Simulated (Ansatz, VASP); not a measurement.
# Zn2H in VASP and in Ansatz

INCAR

```
ALGO     = Normal         # electronic algorithm
EDIFF    = 1E-6           # SCF threshold, eV
ENCUT    = 520            # plane-wave cutoff, eV
GGA      = PE             # functional
ISIF     = 2              # what is computed and relaxed
ISMEAR   = 0              # smearing method
LASPH    = True           # aspherical terms in the spheres
LCHARG   = True           # write CHGCAR
LELF     = True           # ELF
LREAL    = False          # projectors in reciprocal space
LVHAR    = True         
LWAVE    = False          # write WAVECAR
NBANDS   = 34             # bands
NELM     = 60             # most SCF steps
PREC     = Accurate       # precision mode
SIGMA    = 0.1            # smearing width, eV
```

File KPOINTS:

```
k-points
0
Gamma
  8 8 8
```

The input POSCAR:

```
Zn2H
1.0
   -1.7076392659      1.7076392659      5.9374195124
    1.7076392659     -1.7076392659      5.9374195124
    1.7076392659      1.7076392659     -5.9374195124
Zn H
4 2
Direct
    0.4165000000      0.4165000000      0.0000000000
    0.1665000000      0.6665000000      0.5000000000
    0.3335000000      0.8335000000      0.5000000000
    0.5835000000      0.5835000000      0.0000000000
    0.0000000000      0.0000000000      0.0000000000
    0.7500000000      0.2500000000      0.5000000000
```

Input for Ansatz:

```yaml
crystal:
  lattice:
    - [-1.7076392659, 1.7076392659, 5.9374195124]
    - [1.7076392659, -1.7076392659, 5.9374195124]
    - [1.7076392659, 1.7076392659, -5.9374195124]
  atoms:
    - { symbol: Zn, position: [0.4165, 0.4165, 0.0] }
    - { symbol: Zn, position: [0.1665, 0.6665, 0.5] }
    - { symbol: Zn, position: [0.3335, 0.8335, 0.5] }
    - { symbol: Zn, position: [0.5835, 0.5835, 0.0] }
    - { symbol: H, position: [0.0, 0.0, 0.0] }
    - { symbol: H, position: [0.75, 0.25, 0.5] }
basis:
  ecutwfc: 420
kpoints:
  mp_grid: { grid: [8, 8, 8] }
hamiltonian:
  xc: pbe
scf:
  occupations: { method: gaussian, width: 0.1 }
  lower_state_search: "off"
output:
  forces: true
  stress: true
  eigenvalues: true
```

Alike in both runs: task single point; functional PBE; k mesh 8 × 8 × 8; occupations gaussian, width 0.1 eV; no spin polarisation.

```csv
,VASP,Ansatz
version,VASP 6.6.1,Ansatz 0.2.0
potentials or method,"VASP PAW PBE potentials, release 64 (Zn, H), cutoff 520 eV","scalar-relativistic, plane waves, PAW"
valence electrons in the cell,50,50
```

```csv
,VASP,Ansatz,Ansatz less VASP
gap on the k mesh at the Fermi level (eV),none,none,-
rms of the force components (eV/Å),0.109,0.107,-0.0020
```

Atom by atom the forces differ by 0.002 eV/Å (rms over components). A gap of «none» marks a metal or a gap that the smearing closes. The functional is the same, so the differences come from potentials, cutoffs and numerics.
